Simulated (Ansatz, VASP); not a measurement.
**FeO in VASP and in Ansatz**

The input INCAR:

```
SYSTEM = FeO
PREC     = Accurate       ! precision mode
ENCUT    = 520            ! plane-wave cutoff, eV
EDIFF    = 1E-7           ! SCF threshold, eV
ISMEAR   = 0              ! smearing method
SIGMA    = 0.028999999999999998 ! smearing width, eV
LREAL    = .False.        ! projectors in reciprocal space
LASPH    = .True.         ! aspherical terms in the spheres
NELM     = 150            ! most SCF steps
ALGO     = Normal         ! electronic algorithm
ISIF     = 2              ! what is computed and relaxed
LWAVE    = .False.        ! write WAVECAR
LCHARG   = .False.        ! write CHGCAR
ISPIN    = 2              ! spin polarisation
MAGMOM   = 3 0            ! initial moments
LORBIT   = 11             ! projections on sites
LMAXMIX  = 4              ! l up to which the mixer works
GGA      = PE             ! functional
NBANDS   = 18             ! bands
```

File KPOINTS:

```
regular mesh
0
Gamma
  11 11 11
  0 0 0
```

POSCAR

```
FeO
1.0
    0.0000000000      2.1554000000      2.1554000000
    2.1554000000      0.0000000000      2.1554000000
    2.1554000000      2.1554000000      0.0000000000
Fe O
1 1
Direct
    0.0000000000      0.0000000000      0.0000000000
    0.5000000000      0.5000000000      0.5000000000
```

input.yaml

```yaml
crystal:
  lattice:
    - [0.0, 2.1554, 2.1554]
    - [2.1554, 0.0, 2.1554]
    - [2.1554, 2.1554, 0.0]
  atoms:
    - { symbol: Fe, position: [0.0, 0.0, 0.0], spin: 3.0 }
    - { symbol: O, position: [0.5, 0.5, 0.5] }
hamiltonian:
  xc: pbe
  pseudopotentials: { kind: paw }
magnetization:
  spin_polarized: true
kpoints:
  mp_grid: { grid: [11, 11, 11] }
scf:
  occupations: { method: gaussian, width: 0.029 }
output:
  forces: true
  stress: true
  eigenvalues: true
  write_density: true
  write_potential: true
  elf: true
  volumetric_format: npy
```

Alike in both runs: task single point; functional PBE; k mesh 11 × 11 × 11; occupations gaussian, width 0.029 eV; collinear spin.

```csv
,VASP,Ansatz
version,VASP 6.6.1,Ansatz 0.2.0
potentials or method,"VASP PAW PBE potentials, release 64 (Fe, O)",Ansatz PAW
plane-wave cutoff (eV),520,420
valence electrons in the cell,14,22
```

|  | VASP | Ansatz | Ansatz less VASP |
| --- | --- | --- | --- |
| gap on the k mesh at the Fermi level (eV) | none | none | - |
| pressure (GPa) | -0.2 | -0.3 | -0.10 |
| net moment per atom (μB) | 2.00 | 2.00 | 0.000 |
| size of the moment on the site where the two differ most (μB) | 3.62 | 3.45 | -0.169 |

Site moments also hang on the region over which each program counts them. A gap of «none» marks a metal or a gap that the smearing closes. VASP's potentials hold 14 valence electrons a cell and Ansatz's 22, so a difference there can come from the potentials and not from the codes.
